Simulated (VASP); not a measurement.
Here is a VASP 6.6.1 calculation.

POSCAR

```
Tl
1.0
    3.4560000000      0.0000000000      0.0000000000
   -1.7280000000      2.9929837955      0.0000000000
    0.0000000000      0.0000000000      5.5250000000
Tl
2
Direct
    0.6666666667      0.3333333333      0.7500000000
    0.3333333333      0.6666666667      0.2500000000
```

The input INCAR.step1:

```
SYSTEM = Tl
PREC     = Accurate       ! precision mode
ENCUT    = 520            ! plane-wave cutoff, eV
ISMEAR   = -1             ! smearing method
SIGMA    = 0.05           ! smearing width, eV
LREAL    = .False.        ! projectors in reciprocal space
LASPH    = .True.         ! aspherical terms in the spheres
NELM     = 80             ! most SCF steps
NBANDS   = 20             ! bands
GGA      = PE             ! functional
ALGO     = Normal         ! electronic algorithm
EDIFF    = 1E-4           ! SCF threshold, eV
LWAVE    = .True.         ! write WAVECAR
LCHARG   = .False.        ! write CHGCAR
```

File INCAR.step2:

```
SYSTEM = Tl
PREC     = Accurate       ! precision mode
ENCUT    = 520            ! plane-wave cutoff, eV
EDIFF    = 1E-7           ! SCF threshold, eV
ISMEAR   = -1             ! smearing method
SIGMA    = 0.05           ! smearing width, eV
LREAL    = .False.        ! projectors in reciprocal space
LASPH    = .True.         ! aspherical terms in the spheres
NELM     = 80             ! most SCF steps
ALGO     = Normal         ! electronic algorithm
ISIF     = 2              ! what is computed and relaxed
LWAVE    = .False.        ! write WAVECAR
LCHARG   = .True.         ! write CHGCAR
METAGGA  = R2SCAN         ! meta-GGA
LMIXTAU  = .True.       
LELF     = .True.         ! ELF
LVHAR    = .True.       
NBANDS   = 20             ! bands
ISTART   = 1
```

The input KPOINTS:

```
Automatic mesh
0
Gamma
  9 9 5
  0 0 0
```

Potentials or basis: VASP PAW PBE potentials, release 64 (Tl_d).

Launch:

```console
$ cat potpaw_PBE.64/Tl_d/POTCAR > POTCAR
$ cp INCAR.step1 INCAR
$ mpirun -np 1 vasp_std > vasp.out
$ cp INCAR.step2 INCAR
$ mpirun -np 1 vasp_std > vasp.out
```

**Question.** Predict the pressure.

**Answer.** 2.1 GPa.

**Question.** What does it give for the band gap on the k mesh?

**Answer.** Zero (band 13 reaches 8.75 eV, above the bottom of band 14 at 4.96 eV).

Stress tensor (GPa, compression positive):
```
1.69 0.00 0.00
0.00 1.69 0.00
0.00 0.00 2.91
```

Caveat: the PAW data sets were made with another functional, which shifts forces and pressure a little; spin-orbit coupling is left out, which moves the levels of the heavy elements.
